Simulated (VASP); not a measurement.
# Cr (P6_3/mmc) in VASP: a series of runs, part 2 of 2

VASP 6.6.1. Earlier steps stand in the parts before.

## 3. Single point, PBE

This run uses another cell than the first one, of 11.93 Å³/atom, 1.087 times its volume.

INCAR reads:

```
ALGO = Normal
EDIFF = 1E-6
ENCUT = 520
GGA = PE
ISIF = 2
ISMEAR = -1
LASPH = True
LCHARG = False
LREAL = False
LWAVE = False
NBANDS = 19
NELM = 80
PREC = Accurate
SIGMA = 0.1
```

KPOINTS reads:

```
k-points
0
Gamma
  17 17 9
```

POSCAR reads:

```
Cr
1.0
    2.4895338786      0.0000000000      0.0000000000
   -1.2447669393      2.1559995824      0.0000000000
    0.0000000000      0.0000000000      4.4445182271
Cr
2
Direct
    0.3333333333      0.6666666667      0.2500000000
    0.6666666667      0.3333333333      0.7500000000
```

Potentials or basis: VASP PAW PBE potentials, release 64 (Cr_pv).

Launch:

```
$ cat potpaw_PBE.64/Cr_pv/POTCAR > POTCAR
$ mpirun -np 1 vasp_std > vasp.out
```

OUTCAR:

```text
EDIFF = 1E-6
   ENCUT = 520
   GGA = PE
   ISIF = 2
   ISMEAR = -1
   LASPH = True
   LREAL = False
   NELM = 80
   PREC = Accurate

 ion  position               nearest neighbor table
   1  0.333  0.667  0.250-   2 2.65   2 2.65   2 2.65   2 2.65   2 2.65   2 2.65
   2  0.667  0.333  0.750-   1 2.65   1 2.65   1 2.65   1 2.65   1 2.65   1 2.65

  LATTYP: Found a hexagonal cell.
 ALAT       =     2.4895338786
 C/A-ratio  =     1.7852812791

  Lattice vectors:

 A1 = (   2.4895338786,   0.0000000000,   0.0000000000)
 A2 = (  -1.2447669393,   2.1559995824,   0.0000000000)
 A3 = (   0.0000000000,   0.0000000000,   4.4445182271)

Analysis of symmetry for initial positions (statically):
=====================================================================
 Subroutine PRICEL returns:
 Original cell was already a primitive cell.

 Routine SETGRP: Setting up the symmetry group for a
 hexagonal supercell.

 Subroutine GETGRP returns: Found 24 space group operations
 (whereof 12 operations were pure point group operations)
 out of a pool of 24 trial point group operations.

The static configuration has the point symmetry D_3d.
 The point group associated with its full space group is D_6h.

Analysis of symmetry for dynamics (positions and initial velocities):
=====================================================================
 Subroutine PRICEL returns:
 Original cell was already a primitive cell.

 Routine SETGRP: Setting up the symmetry group for a
 hexagonal supercell.

 Subroutine GETGRP returns: Found 24 space group operations
 (whereof 12 operations were pure point group operations)
 out of a pool of 24 trial point group operations.

The dynamic configuration has the point symmetry D_3d.
 The point group associated with its full space group is D_6h.

 Subroutine INISYM returns: Found 24 space group operations
 (whereof 12 operations are pure point group operations),
 and found     1 'primitive' translations

----------------------------------------------------------------------------------------

                                     Primitive cell

  volume of cell :      23.8557

  direct lattice vectors                    reciprocal lattice vectors
     2.489533879  0.000000000  0.000000000     0.401681619  0.231910991  0.000000000
    -1.244766939  2.155999582  0.000000000     0.000000000  0.463821982  0.000000000
     0.000000000  0.000000000  4.444518227     0.000000000  0.000000000  0.224996265

  length of vectors
     2.489533879  2.489533879  4.444518227     0.463821982  0.463821982  0.224996265

  position of ions in fractional coordinates (direct lattice)
     0.333333333  0.666666667  0.250000000
     0.666666667  0.333333333  0.750000000

  ion indices of the primitive-cell ions
   primitive index   ion index
                 1           1
                 2           2

----------------------------------------------------------------------------------------

 KPOINTS: k-points

Automatic generation of k-mesh.
 Grid dimensions read from file:
 generate k-points for:   17   17    9

 Generating k-lattice:

  Cartesian coordinates                     Fractional coordinates (reciprocal lattice)
     0.023628331  0.013641823  0.000000000     0.058823529  0.000000000  0.000000000
     0.000000000  0.027283646  0.000000000     0.000000000  0.058823529  0.000000000
     0.000000000  0.000000000  0.024999585     0.000000000  0.000000000  0.111111111

  Length of vectors
     0.027283646  0.027283646  0.024999585

  Shift w.r.t. Gamma in fractional coordinates (k-lattice)
     0.000000000  0.000000000  0.000000000

 Subroutine IBZKPT returns following result:
 ===========================================

 Found    165 irreducible k-points:

 Following reciprocal coordinates:
            Coordinates               Weight
  0.000000  0.000000  0.000000      1.000000
  0.058824 -0.000000  0.000000      6.000000
  0.117647 -0.000000  0.000000      6.000000
  0.176471 -0.000000  0.000000      6.000000
  0.235294 -0.000000  0.000000      6.000000
  0.294118 -0.000000  0.000000      6.000000
[... 16 lines left out ...]
  0.411765  0.117647  0.000000     12.000000
  0.176471  0.176471  0.000000      6.000000
 [... further k-points ...]
   k-points           NKPTS =    165   k-points in BZ     NKDIM =    165   number of bands    NBANDS=     19
   number of dos      NEDOS =    301   number of ions     NIONS =      2
   total plane-waves  NPLWV =  14400
   dimension x,y,z NGX =    20 NGY =   20 NGZ =   36
   dimension x,y,z NGXF=    40 NGYF=   40 NGZF=   72
   ions per type =               2
   NGX,Y,Z   is equivalent  to a cutoff of  13.36, 13.36, 13.47 a.u.
   NGXF,Y,Z  is equivalent  to a cutoff of  26.71, 26.71, 26.93 a.u.
 SYSTEM =  unknown system
   PREC   = accura    normal or accurate (medium, high low for compatibility)
   ISTART =      0    job   : 0-new  1-cont  2-samecut
   ICHARG =      2    charge: 1-file 2-atom 10-const
   ISPIN  =      1    spin polarized calculation?
   LNONCOLLINEAR =      F non collinear calculations
   LSORBIT =      F    spin-orbit coupling
   LASPH  =      T    aspherical Exc in radial PAW
   ENCUT  =  520.0 eV  38.22 Ry    6.18 a.u.   4.63  4.63  8.26*2*pi/ulx,y,z
   NELM   =     80;   NELMIN=  2; NELMDL= -5     # of ELM steps
   EDIFF  = 0.1E-05   stopping-criterion for ELM
   LREAL  =      F    real-space projection
   EDIFFG = 0.1E-04   stopping-criterion for IOM
   NSW    =      0    number of steps for IOM
   IBRION =     -1    ionic relax: 0-MD 1-quasi-New 2-CG
   NFREE  =      0    steps in history (QN), initial steepest desc. (CG)
   ISIF   =      2    stress and relaxation
   ISYM   =      2    0-nonsym 1-usesym 2-fastsym
   POTIM  = 0.5000    time-step for ionic-motion
   TEBEG  =    0.0;   TEEND  =   0.0 temperature during run
   PSTRESS=    0.0 pullay stress
   NELECT =      24.0000    total number of electrons
   NUPDOWN=      -1.0000    fix difference up-down
   EMIN   =  10.00;   EMAX   =-10.00  energy-range for DOS
   EFERMI =   0.00;   METHOD = LEGACY
   ISMEAR =    -1;   SIGMA  =   0.10  broadening in eV -4-tet -1-fermi 0-gaus
   EFERMI_NEDOS =   21; number of points for ismear=-14 and -15
   IALGO  =     38    algorithm
   IMIX   =      4    mixing-type and parameters
     AMIX     =   0.40;   BMIX     =  1.00
     AMIX_MAG =   1.60;   BMIX_MAG =  1.00
  volume/ion in A,a.u.               =      11.93        80.49
  Fermi-wavevector in a.u.,A,eV,Ry     =   1.640394  3.099895 36.611804  2.690892
  Thomas-Fermi vector in A             =   2.731039
   LORBIT       =      0    0 simple, 1 ext, 2 COOP (PROOUT), +10 PAW based schemes
   GGA     = PE    functional components
   LHFCALC =     F    Hartree Fock is set to
   AEXX    =    0.0000 exact exchange contribution
   IVDW    =     0    specifies the selected vdW correction
   LEPSILON=     F    determine dielectric tensor
   LRPA    =     F    only Hartree local field effects (RPA)
 non-spin polarized calculation
  energy-cutoff  :      520.00
  volume of cell :       23.86
 maximum number of plane-waves:       665
 NGX is ok and might be reduce to    20
   NGX =  9   NGY =  9   NGZ = 17

 number of electron      24.0000018 magnetization

 Free energy of the ion-electron system (eV)
  ---------------------------------------------------
  ext. energy  EPLUGINS =         0.00000000
  ---------------------------------------------------
  free energy    TOTEN  =       -18.27646724 eV

  energy without entropy =      -18.17104434  energy(sigma->0) =      -18.22375579

 E-fermi :  10.3660     XC(G=0): -13.4651

 val. band max:       10.3610660572   @ k =   0.1176  -0.0000   0.0000
 cond. band min:      10.3747387616   @ k =   0.4706   0.0588   0.1111
 fundamental gap:      0.0136727044
 Fermi energy:        10.3659757522

 k-point     1 :       0.0000    0.0000    0.0000
  band No.  band energies     occupation
      1     -32.8854      2.00000
      2     -32.2202      2.00000
      3     -32.0683      2.00000
      4     -32.0683      2.00000
      5     -32.0042      2.00000
      6     -32.0042      2.00000
[... 11 lines left out ...]
     18      12.5426      0.00000
     19      17.8074      0.00000
[... 485 lines left out ...]
 k-point    24 :       0.1765    0.1765    0.0000
  band No.  band energies     occupation
      1     -32.6744      2.00000
      2     -32.5579      2.00000
      3     -32.5548      2.00000
      4     -32.2596      2.00000
      5     -32.2454      2.00000
      6     -32.1768      2.00000
[... 11 lines left out ...]
     18      17.5984      0.00000
     19      17.8248      0.00000

 [... further k-points ...]

------------------------ aborting loop because EDIFF is reached ----------------------------------------

  FORCE on cell =-STRESS in cart. coord.  units (eV):
  Direction    XX          YY          ZZ          XY          YZ          ZX
  --------------------------------------------------------------------------------------
  -------------------------------------------------------------------------------------
  Total       -0.0693767     -0.0693767     -0.0477257      0.0000000      0.0000000      0.0000000
  in kB       -4.6594328     -4.6594328     -3.2053182      0.0000000      0.0000000      0.0000000
  external PRESSURE =      -4.1747279 kB  Pullay stress =       0.0000000 kB

 VOLUME and BASIS-vectors are now :
 -----------------------------------------------------------------------------
  energy-cutoff  :      520.00
  volume of cell :       23.86
      direct lattice vectors                 reciprocal lattice vectors
     2.489533879  0.000000000  0.000000000     0.401681619  0.231910991  0.000000000
    -1.244766939  2.155999582  0.000000000     0.000000000  0.463821982  0.000000000
     0.000000000  0.000000000  4.444518227     0.000000000  0.000000000  0.224996265

 POSITION                                       TOTAL-FORCE (eV/Angst)
 -----------------------------------------------------------------------------------
     -0.00000      1.43733      1.11113         0.000000     -0.000000      0.000000
      1.24477      0.71867      3.33339        -0.000000      0.000000      0.000000
 -----------------------------------------------------------------------------------
    total drift:                               -0.000000      0.000000     -0.000000

  FREE ENERGIE OF THE ION-ELECTRON SYSTEM (eV)
  ---------------------------------------------------
  free  energy   TOTEN  =       -18.2764672437 eV

  energy  without entropy=      -18.1710443360  energy(sigma->0) =      -18.22375579
```

Run time: 37 s. Hardware: 1 thread of Intel Xeon Platinum 8559C (Emerald Rapids), shared host; peak memory 0.18 GiB.

Results:

| Quantity | Value |
| --- | --- |
| Free energy | -18.2765 eV |
| Pressure | -0.4 GPa |
| Band gap on the k mesh | zero (band 12 reaches 11.22 eV, above the bottom of band 13 at 10.07 eV) |

Levels at points of the mesh, in eV from the Fermi level:
```csv
k point,band 8,band 9,band 10,band 11,band 12,band 13,band 14,band 15,band 16,band 17
"(0.00, 0.00, 0.00)",-4.05,-1.19,-0.35,-0.35,-0.23,-0.02,-0.02,1.06,1.06,2.18
```

Caveat: the run has no spin polarisation, though such a crystal can be magnetic.

## 4. Single point, PBE

This run uses another cell than the first one, of 11.93 Å³/atom, 1.087 times its volume.

INCAR reads:

```
SYSTEM = Cr
  ALGO = Normal
  EDIFF = 1E-6
  ENCUT = 520
  GGA = PE
  ISIF = 2
  ISMEAR = -1
  LASPH = .True.
  LCHARG = .True.
  LELF = .True.
  LREAL = .False.
  LVHAR = .True.
  LWAVE = .False.
  NBANDS = 19
  NELM = 60
  PREC = Accurate
  SIGMA = 0.1
```

KPOINTS reads:

```
k-points
0
Gamma
  17 17 9
  0 0 0
```

POSCAR is that of step 3.

Launch:

```
$ cat potpaw_PBE.64/Cr_pv/POTCAR > POTCAR
$ mpirun -np 1 vasp_std > vasp.out
```

Wall time 42 s (1 thread of Intel Xeon Platinum 8559C (Emerald Rapids), shared host); peak memory 0.18 GiB.

It converged, with:

```
Free energy            : -18.2765 eV
Pressure               : -0.4 GPa
Band gap on the k mesh : zero (band 12 reaches 11.22 eV, above the bottom of band 13 at 10.07 eV)
```

Stress tensor (GPa, compression positive):
```
-0.47  0.00  0.00
 0.00 -0.47  0.00
 0.00  0.00 -0.32
```

Levels at points of the mesh, in eV from the Fermi level:
```
           k point  band 10  band 11  band 12  band 13  band 14  band 15
(0.00, 0.00, 0.00)    -0.35    -0.35    -0.23    -0.02    -0.02     1.06
```

Caveat: the run has no spin polarisation, though such a crystal can be magnetic. Spin polarisation is off, so any magnetic state and its effect on volume and gap are missing.
